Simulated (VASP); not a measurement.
A run of VASP 6.6.1:

INCAR

```
SYSTEM = Mg
PREC = Accurate
ENCUT = 520
EDIFF = 1E-7
ISMEAR = -1
SIGMA = 0.1
LREAL = .FALSE.
LASPH = .TRUE.
NELM = 80
ALGO = Normal
ISIF = 2
LWAVE = .FALSE.
LCHARG = .FALSE.
GGA = PE
NBANDS = 7
```

The input KPOINTS:

```
Automatic mesh
0
G
  18 18 18
  0 0 0
```

POSCAR

```
Mg
1.0
   -1.5064139543      1.5064139543      1.5064139543
    1.5064139543     -1.5064139543      1.5064139543
    1.5064139543      1.5064139543     -1.5064139543
Mg
1
Direct
    0.0000000000      0.0000000000      0.0000000000
```

Potentials or basis: VASP PAW PBE potentials, release 64 (Mg).

Run with:

```sh
$ cat potpaw_PBE.64/Mg/POTCAR > POTCAR
$ mpirun -np 1 vasp_std > vasp.out
```

Hardware: 1 thread of Intel Xeon 6455B (shared host).

Q: How long does it take, and how much memory?

A: Wall time 7.4 s on 1 thread of Intel Xeon 6455B, with other jobs on the host, peak memory 0.13 GiB. Counts: scf iterations 11, k points 195.
